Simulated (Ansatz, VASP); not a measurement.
**BF in VASP and in Ansatz**

```xyz
2
Lattice="3.2037 0.0000 0.0000 0.0000 1.9449 1.1256 0.0000 -1.9449 1.1256" Properties=species:S:1:pos:R:3 pbc="T T T"
B     0.0000    0.0000    1.4781
F     1.6019    0.0000    1.4781
```

Alike in both runs: functional PBE; k mesh 5 × 9 × 9; occupations gaussian, width 0.2 eV; no spin polarisation.

Ansatz relaxed the structure, and its values are those at the end. VASP's run is a single point on that final structure, the one shown.

|  | VASP | Ansatz |
| --- | --- | --- |
| version | VASP 6.6.1 | Ansatz 0.2.0 |
| potentials or method | VASP PAW PBE potentials, release 64 (B, F), cutoff 600 eV | scalar-relativistic, plane waves, PAW |
| valence electrons in the cell | 10 | 10 |

|  | VASP | Ansatz | Ansatz less VASP |
| --- | --- | --- | --- |
| gap on the k mesh at the Fermi level (eV) | none | none | - |
| pressure (GPa) | -0.2 | 0.1 | +0.30 |

A gap of «none» marks a metal or a gap that the smearing closes.

The k mesh is coarse, so the values compare programs but aren't converged.
